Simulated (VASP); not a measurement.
# Li (Im-3m) in VASP: a series of runs

Runs on Li. Level: r2SCAN. Tasks: single point.

All numbers are computed with VASP 6.6.1; they aren't measurements. Logs are shortened: lines on timing, memory, paths and dates and some standing lists are left out, and cuts for length are marked.

### Step 1. The cell of the first run

It takes space group Im-3m (No. 229, cubic). The conventional cell has a = 3.533 Å, b = 3.533 Å, c = 3.533 Å, α = 90.00°, β = 90.00°, γ = 90.00°. Li (site symmetry m-3m) has 14 Li at 3.06 to 3.53 Å within 4.0 Å.

### Step 2. Single point, r2SCAN (volume scaled by 1.02)

The input, POSCAR:

```
Li
1.0
   -1.7662705373      1.7662705373      1.7662705373
    1.7662705373     -1.7662705373      1.7662705373
    1.7662705373      1.7662705373     -1.7662705373
Li
1
Direct
    0.0000000000      0.0000000000      0.0000000000
```

The input, INCAR.step1:

```
ALGO     = Normal         # electronic algorithm
EDIFF    = 1E-5           # SCF threshold, eV
ENCUT    = 830            # plane-wave cutoff, eV
GGA      = PE             # functional
GGA_COMPAT= F            
ISMEAR   = -1             # smearing method
LASPH    = T              # aspherical terms in the spheres
LCHARG   = F              # write CHGCAR
LREAL    = F              # projectors in reciprocal space
LWAVE    = T              # write WAVECAR
NBANDS   = 8              # bands
NELM     = 120            # most SCF steps
PREC     = Accurate       # precision mode
SIGMA    = 0.05           # smearing width, eV
```

The input, INCAR.step2:

```
ALGO     = Normal         # electronic algorithm
EDIFF    = 1E-6           # SCF threshold, eV
ENCUT    = 830            # plane-wave cutoff, eV
GGA_COMPAT= F            
ISIF     = 2              # what is computed and relaxed
ISMEAR   = -1             # smearing method
ISTART   = 1            
LASPH    = T              # aspherical terms in the spheres
LCHARG   = F              # write CHGCAR
LMIXTAU  = T            
LREAL    = F              # projectors in reciprocal space
LWAVE    = F              # write WAVECAR
METAGGA  = R2SCAN         # meta-GGA
NBANDS   = 8              # bands
NELM     = 120            # most SCF steps
PREC     = Accurate       # precision mode
SIGMA    = 0.05           # smearing width, eV
```

The input, KPOINTS:

```
k-points
0
Gamma
  11 11 11
```

Potentials or basis: VASP PAW PBE potentials, release 64 (Li_sv).

Launch:

```bash
$ cat potpaw_PBE.64/Li_sv/POTCAR > POTCAR
$ cp INCAR.step1 INCAR
$ mpirun -np 1 vasp_std > vasp.out
$ cp INCAR.step2 INCAR
$ mpirun -np 1 vasp_std > vasp.out
```

OUTCAR:

```text
EDIFF = 1E-6
   ENCUT = 830
   ISIF = 2
   ISMEAR = -1
   ISTART = 1
   LASPH = T
   LREAL = F
   METAGGA = R2SCAN
   NELM = 120
   PREC = Accurate

 ion  position               nearest neighbor table
   1  0.000  0.000  0.000-

  LATTYP: Found a body centered cubic cell.
 ALAT       =     3.5325410746

  Lattice vectors:

 A1 = (  -1.7662705373,   1.7662705373,   1.7662705373)
 A2 = (   1.7662705373,  -1.7662705373,   1.7662705373)
 A3 = (   1.7662705373,   1.7662705373,  -1.7662705373)

Analysis of symmetry for initial positions (statically):
=====================================================================
 Subroutine PRICEL returns:
 Original cell was already a primitive cell.

 Routine SETGRP: Setting up the symmetry group for a
 body centered cubic supercell.

 Subroutine GETGRP returns: Found 48 space group operations
 (whereof 48 operations were pure point group operations)
 out of a pool of 48 trial point group operations.

The static configuration has the point symmetry O_h .

Analysis of symmetry for dynamics (positions and initial velocities):
=====================================================================
 Subroutine PRICEL returns:
 Original cell was already a primitive cell.

 Routine SETGRP: Setting up the symmetry group for a
 body centered cubic supercell.

 Subroutine GETGRP returns: Found 48 space group operations
 (whereof 48 operations were pure point group operations)
 out of a pool of 48 trial point group operations.

The dynamic configuration has the point symmetry O_h .

 Subroutine INISYM returns: Found 48 space group operations
 (whereof 48 operations are pure point group operations),
 and found     1 'primitive' translations

----------------------------------------------------------------------------------------

                                     Primitive cell

  volume of cell :      22.0410

  direct lattice vectors                    reciprocal lattice vectors
    -1.766270537  1.766270537  1.766270537     0.000000000  0.283082342  0.283082342
     1.766270537 -1.766270537  1.766270537     0.283082342  0.000000000  0.283082342
     1.766270537  1.766270537 -1.766270537     0.283082342  0.283082342  0.000000000

  length of vectors
     3.059270311  3.059270311  3.059270311     0.400338887  0.400338887  0.400338887

  position of ions in fractional coordinates (direct lattice)
     0.000000000  0.000000000  0.000000000

  ion indices of the primitive-cell ions
   primitive index   ion index
                 1           1

----------------------------------------------------------------------------------------

 KPOINTS: k-points

Automatic generation of k-mesh.
 Grid dimensions read from file:
 generate k-points for:   11   11   11

 Generating k-lattice:

  Cartesian coordinates                     Fractional coordinates (reciprocal lattice)
     0.000000000  0.025734758  0.025734758     0.090909091  0.000000000  0.000000000
     0.025734758  0.000000000  0.025734758     0.000000000  0.090909091  0.000000000
     0.025734758  0.025734758  0.000000000     0.000000000  0.000000000  0.090909091

  Length of vectors
     0.036394444  0.036394444  0.036394444

  Shift w.r.t. Gamma in fractional coordinates (k-lattice)
     0.000000000  0.000000000  0.000000000

 Subroutine IBZKPT returns following result:
 ===========================================

 Found     56 irreducible k-points:

 Following reciprocal coordinates:
            Coordinates               Weight
  0.000000  0.000000  0.000000      1.000000
  0.090909  0.000000  0.000000     12.000000
  0.181818  0.000000  0.000000     12.000000
  0.272727  0.000000  0.000000     12.000000
  0.363636  0.000000  0.000000     12.000000
  0.454545  0.000000  0.000000     12.000000
[... 16 lines left out ...]
  0.272727  0.181818  0.090909     48.000000
  0.363636  0.181818  0.090909     24.000000
 [... further k-points ...]
   k-points           NKPTS =     56   k-points in BZ     NKDIM =     56   number of bands    NBANDS=      8
   number of dos      NEDOS =    301   number of ions     NIONS =      1
   total plane-waves  NPLWV =  27000
   dimension x,y,z NGX =    30 NGY =   30 NGZ =   30
   dimension x,y,z NGXF=    60 NGYF=   60 NGZF=   60
   ions per type =               1
   NGX,Y,Z   is equivalent  to a cutoff of  16.30, 16.30, 16.30 a.u.
   NGXF,Y,Z  is equivalent  to a cutoff of  32.61, 32.61, 32.61 a.u.
 SYSTEM =  unknown system
   PREC   = accura    normal or accurate (medium, high low for compatibility)
   ISTART =      1    job   : 0-new  1-cont  2-samecut
   ICHARG =      0    charge: 1-file 2-atom 10-const
   ISPIN  =      1    spin polarized calculation?
   LNONCOLLINEAR =      F non collinear calculations
   LSORBIT =      F    spin-orbit coupling
   LASPH  =      T    aspherical Exc in radial PAW
   ENCUT  =  830.0 eV  61.00 Ry    7.81 a.u.   7.19  7.19  7.19*2*pi/ulx,y,z
   NELM   =    120;   NELMIN=  2; NELMDL=  0     # of ELM steps
   EDIFF  = 0.1E-05   stopping-criterion for ELM
   LREAL  =      F    real-space projection
   EDIFFG = 0.1E-04   stopping-criterion for IOM
   NSW    =      0    number of steps for IOM
   IBRION =     -1    ionic relax: 0-MD 1-quasi-New 2-CG
   NFREE  =      0    steps in history (QN), initial steepest desc. (CG)
   ISIF   =      2    stress and relaxation
   ISYM   =      2    0-nonsym 1-usesym 2-fastsym
   POTIM  = 0.5000    time-step for ionic-motion
   TEBEG  =    0.0;   TEEND  =   0.0 temperature during run
   PSTRESS=    0.0 pullay stress
   NELECT =       3.0000    total number of electrons
   NUPDOWN=      -1.0000    fix difference up-down
   EMIN   =  10.00;   EMAX   =-10.00  energy-range for DOS
   EFERMI =   0.00;   METHOD = LEGACY
   ISMEAR =    -1;   SIGMA  =   0.05  broadening in eV -4-tet -1-fermi 0-gaus
   EFERMI_NEDOS =   21; number of points for ismear=-14 and -15
   IALGO  =     38    algorithm
   IMIX   =      4    mixing-type and parameters
     AMIX     =   0.40;   BMIX     =  1.00
     AMIX_MAG =   1.60;   BMIX_MAG =  1.00
  volume/ion in A,a.u.               =      22.04       148.74
  Fermi-wavevector in a.u.,A,eV,Ry     =   0.842115  1.591366  9.648674  0.709158
  Thomas-Fermi vector in A             =   1.956769
   LORBIT       =      0    0 simple, 1 ext, 2 COOP (PROOUT), +10 PAW based schemes
   METAGGA = R2SCAN    functional components
   LHFCALC =     F    Hartree Fock is set to
   AEXX    =    0.0000 exact exchange contribution
   IVDW    =     0    specifies the selected vdW correction
   LEPSILON=     F    determine dielectric tensor
   LRPA    =     F    only Hartree local field effects (RPA)
 non-spin polarized calculation
  energy-cutoff  :      830.00
  volume of cell :       22.04
 maximum number of plane-waves:      1216
 NGX is ok and might be reduce to    30
   NGX = 15   NGY = 15   NGZ = 15

 number of electron       3.0000000 magnetization

 Free energy of the ion-electron system (eV)
  ---------------------------------------------------
  ext. energy  EPLUGINS =         0.00000000
  ---------------------------------------------------
  free energy    TOTEN  =        -2.38721071 eV

  energy without entropy =       -2.38367744  energy(sigma->0) =       -2.38544408

 E-fermi :   0.4426     XC(G=0):  -7.2327

 val. band max:        0.4005198846   @ k =  -0.3636   0.4545   0.0909
 cond. band min:       0.4497936623   @ k =   0.4545   0.0000   0.0000
 fundamental gap:      0.0492737777
 Fermi energy:         0.4425764359

 k-point     1 :       0.0000    0.0000    0.0000
  band No.  band energies     occupation
      1     -47.8520      2.00000
      2      -3.3136      2.00000
      3      15.8343      0.00000
      4      15.8343      0.00000
      5      15.8343      0.00000
      6      19.9073      0.00000
      7      19.9073      0.00000
      8      19.9073      0.00000

 k-point     2 :       0.0909    0.0000    0.0000
  band No.  band energies     occupation
      1     -47.8509      2.00000
      2      -3.1489      2.00000
      3      14.5551      0.00000
      4      14.9972      0.00000
      5      15.5136      0.00000
      6      18.4143      0.00000
      7      18.4285      0.00000
      8      20.1357      0.00000

 k-point     3 :       0.1818    0.0000    0.0000
  band No.  band energies     occupation
      1     -47.8477      2.00000
      2      -2.6549      2.00000
      3      11.6372      0.00000
      4      13.6489      0.00000
      5      14.7097      0.00000
      6      16.7547      0.00000
      7      17.6854      0.00000
      8      20.0893      0.00000

 k-point     4 :       0.2727    0.0000    0.0000
  band No.  band energies     occupation
      1     -47.8437      2.00000
      2      -1.8360      2.00000
      3       8.6285      0.00000
      4      12.5124      0.00000
      5      13.8287      0.00000
      6      15.4840      0.00000
      7      17.5647      0.00000
      8      20.8200      0.00000

 k-point     5 :       0.3636    0.0000    0.0000
  band No.  band energies     occupation
      1     -47.8399      2.00000
      2      -0.7254      2.00000
      3       5.9888      0.00000
      4      11.7274      0.00000
      5      13.1546      0.00000
      6      14.6322      0.00000
      7      17.6959      0.00000
      8      22.0606      0.00000

 k-point     6 :       0.4545    0.0000    0.0000
  band No.  band energies     occupation
      1     -47.8377      2.00000
      2       0.4498      0.92795
      3       4.0365      0.00000
      4      11.3295      0.00000
      5      12.7996      0.00000
      6      14.2055      0.00000
      7      17.8551      0.00000
      8      23.4795      0.00000

 k-point     7 :       0.0909    0.0909    0.0000
  band No.  band energies     occupation
      1     -47.8487      2.00000
      2      -2.8194      2.00000
      3      13.0925      0.00000
      4      13.2764      0.00000
      5      14.5377      0.00000
      6      17.8212      0.00000
      7      17.9950      0.00000
      8      19.9891      0.00000
[... 133 lines left out ...]
 k-point    20 :       0.3636    0.0909    0.0909
  band No.  band energies     occupation
      1     -47.8373      2.00000
      2       0.8459      0.00063
      3       4.1248      0.00000
      4       9.2847      0.00000
      5      10.4891      0.00000
      6      18.3567      0.00000
      7      19.6278      0.00000
      8      24.0632      0.00000

 k-point    21 :      -0.0909    0.0909    0.0909
  band No.  band energies     occupation
      1     -47.8497      2.00000
      2      -2.9836      2.00000
      3      14.0477      0.00000
      4      14.0477      0.00000
      5      15.0948      0.00000
      6      16.9581      0.00000
      7      19.3592      0.00000
      8      19.3592      0.00000

 k-point    22 :       0.1818    0.1818    0.0909
  band No.  band energies     occupation
      1     -47.8396      2.00000
      2      -0.5235      2.00000
      3       7.1828      0.00000
      4       8.4343      0.00000
      5      10.6327      0.00000
      6      20.0629      0.00000
      7      20.2606      0.00000
      8      22.9588      0.00000

 k-point    23 :       0.2727    0.1818    0.0909
  band No.  band energies     occupation
      1     -47.8374      2.00000
      2       0.7382      0.00540
      3       5.0782      0.00000
      4       7.5819      0.00000
      5      10.2166      0.00000
      6      20.4182      0.00000
      7      21.0855      0.00000
      8      23.9550      0.00000

 k-point    24 :       0.3636    0.1818    0.0909
  band No.  band energies     occupation
      1     -47.8366      2.00000
      2       1.7146      0.00000
      3       3.7630      0.00000
      4       7.3468      0.00000
      5      10.0795      0.00000
      6      20.4302      0.00000
      7      21.4988      0.00000
      8      24.8791      0.00000

 [... further k-points ...]
[... 5 lines left out ...]
  --------------------------------------------------------------------------------------
  -------------------------------------------------------------------------------------
  Total       -0.0792143     -0.0792143     -0.0792143      0.0000000      0.0000000      0.0000000
  in kB       -5.7581449     -5.7581449     -5.7581449      0.0000000      0.0000000      0.0000000
  external PRESSURE =      -5.7581449 kB  Pullay stress =       0.0000000 kB

 VOLUME and BASIS-vectors are now :
 -----------------------------------------------------------------------------
  energy-cutoff  :      830.00
  volume of cell :       22.04
      direct lattice vectors                 reciprocal lattice vectors
    -1.766270537  1.766270537  1.766270537     0.000000000  0.283082342  0.283082342
     1.766270537 -1.766270537  1.766270537     0.283082342  0.000000000  0.283082342
     1.766270537  1.766270537 -1.766270537     0.283082342  0.283082342  0.000000000

 POSITION                                       TOTAL-FORCE (eV/Angst)
 -----------------------------------------------------------------------------------
      0.00000      0.00000      0.00000         0.000000      0.000000      0.000000
 -----------------------------------------------------------------------------------
    total drift:                               -0.000000     -0.000000      0.000000

  FREE ENERGIE OF THE ION-ELECTRON SYSTEM (eV)
  ---------------------------------------------------
  free  energy   TOTEN  =        -2.3872107120 eV

  energy  without entropy=       -2.3836774424  energy(sigma->0) =       -2.38544408
```

Wall time 2.8 min (1 thread of Intel Xeon 8259CL, shared host); peak memory 0.16 GiB.

Results:

```yaml
Free_energy: -2.3872 eV
Pressure: -0.6 GPa
```

Levels at points of the mesh, in eV from the Fermi level:
```tsv
k point	band 1	band 2	band 3	band 4	band 5
(0.00, 0.00, 0.00)	-48.29	-3.76	15.39	15.39	15.39
```

Caveat: the PAW data sets were made with another functional, which shifts forces and pressure a little.

(Part 1 of 2 ends here.)
